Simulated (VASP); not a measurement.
A run of VASP 6.6.1 is set up as follows.

The input INCAR:

```
SYSTEM = ZnSe
PREC = Accurate
ENCUT = 500
EDIFF = 1E-7
ISMEAR = 0
SIGMA = 0.01
LREAL = .False.
LASPH = .True.
NELM = 120
ALGO = Normal
ISIF = 3
LWAVE = .False.
LCHARG = .False.
GGA = PE
IBRION = 2
NSW = 60
EDIFFG = -0.05
PSTRESS = 300.0
GGA_COMPAT = .False.
NELMIN = 4
```

The input KPOINTS:

```
regular mesh
0
Gamma
  6 6 6
  0 0 0
```

The input POSCAR:

```
ZnSe
1.0
    0.0000000000      2.8338000000      2.8338000000
    2.8338000000      0.0000000000      2.8338000000
    2.8338000000      2.8338000000      0.0000000000
Zn Se
1 1
Direct
    0.0000000000      0.0000000000      0.0000000000
    0.7500000000      0.7500000000      0.7500000000
```

Potentials or basis: VASP PAW PBE potentials, release 64 (Zn, Se).

Launch:

```console
$ cat potpaw_PBE.64/Zn/POTCAR potpaw_PBE.64/Se/POTCAR > POTCAR
$ mpirun -np 1 vasp_std > vasp.out
```

(1) Predict the space group after relaxing (to 0.1 Å).

(2) What does it give for the band gap on the k mesh?

(3) Predict the relaxed volume.

Results:

(1) F-43m (No. 216).

(2) 2.31 eV (least direct gap 2.36 eV).

(3) 17.86 Å³/atom.

Caveat: the cell is relaxed towards a set pressure, so the run minimises the enthalpy, not the energy; the volume moved by over 15 % at a fixed basis, so the end points are rough.
